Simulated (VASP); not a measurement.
Here is a VASP 6.6.1 calculation.

File INCAR:

```
ALGO = Normal
EDIFF = 1E-6
ENCUT = 520
GGA = PE
ISIF = 2
ISMEAR = -1
LASPH = True
LCHARG = False
LREAL = False
LWAVE = False
NBANDS = 32
NELM = 60
PREC = Accurate
SIGMA = 0.08
```

KPOINTS

```
k-points
0
Gamma
  7 7 7
```

Contents of POSCAR:

```
Bi2Te3
1.0
    2.1930005584      1.2661294627      9.8606999000
   -2.1930005584      1.2661294627      9.8606999000
    0.0000000000     -2.5322589254      9.8606999000
Bi Te
2 3
Direct
    0.4000000000      0.4000000000      0.4000000000
    0.6000000000      0.6000000000      0.6000000000
    0.0000000000      0.0000000000      0.0000000000
    0.2095000000      0.2095000000      0.2095000000
    0.7905000000      0.7905000000      0.7905000000
```

Potentials or basis: VASP PAW PBE potentials, release 64 (Bi_d, Te).

Launch:

```sh
$ cat potpaw_PBE.64/Bi_d/POTCAR potpaw_PBE.64/Te/POTCAR > POTCAR
$ mpirun -np 1 vasp_std > vasp.out
```

(1) Predict the pressure.

(2) Predict the band gap on the k mesh.

(3) What does it give for the largest force?

Answers

(1) 3.8 GPa.

(2) 0.17 eV, direct.

(3) 0.226 eV/Å.

Caveat: the cell differs from its parent crystal (zz strain of -3 %); spin-orbit coupling is left out, which moves the levels of the heavy elements.
